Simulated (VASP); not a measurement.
Runs of VASP 6.6.1 on Si. The structure is that of space group P6_3/mmc (No. 194), or close to it. The cells are those of the table. This isn't the form of Si at room conditions, which is diamond.

| cell | gap on the mesh (eV) | pressure (GPa) | largest force (eV/Å) |
| --- | --- | --- | --- |
| a = 3.850, b = 3.850, c = 6.270 Å, angles 90.0, 90.0, 120.0°, 4 atoms | 0.35 | 1.4 | 0.17 |
| a = 3.870, b = 3.870, c = 6.208 Å, angles 90.0, 90.0, 120.0°, 4 atoms | 0.28 | 1.5 | 0.36 |
| a = 3.793, b = 3.793, c = 6.461 Å, angles 90.0, 90.0, 120.0°, 4 atoms | (a) | 1.4 | 0.29 |
| a = 3.831, b = 3.831, c = 6.333 Å, angles 90.0, 90.0, 120.0°, 4 atoms | (b) | 1.4 | 0.01 |
| a = 3.812, b = 3.812, c = 6.396 Å, angles 90.0, 90.0, 120.0°, 4 atoms | 0.48 | 1.4 | 0.15 |

Alike in all rows: task single point; level PBE; potentials or basis VASP PAW PBE potentials, release 64 (Si); no spin polarisation; k mesh 10 × 10 × 6; cutoff (eV) 500; smearing fermi-dirac 0.05 eV.

Q: Estimate the missing entries.

A: (a) 0.54; (b) 0.42.

Caveats: the stress differs along the axes, from -1 to 6 GPa (at least some runs); the stress differs along the axes, from -3 to 4 GPa (at least some runs).

A k mesh can miss the band edges.
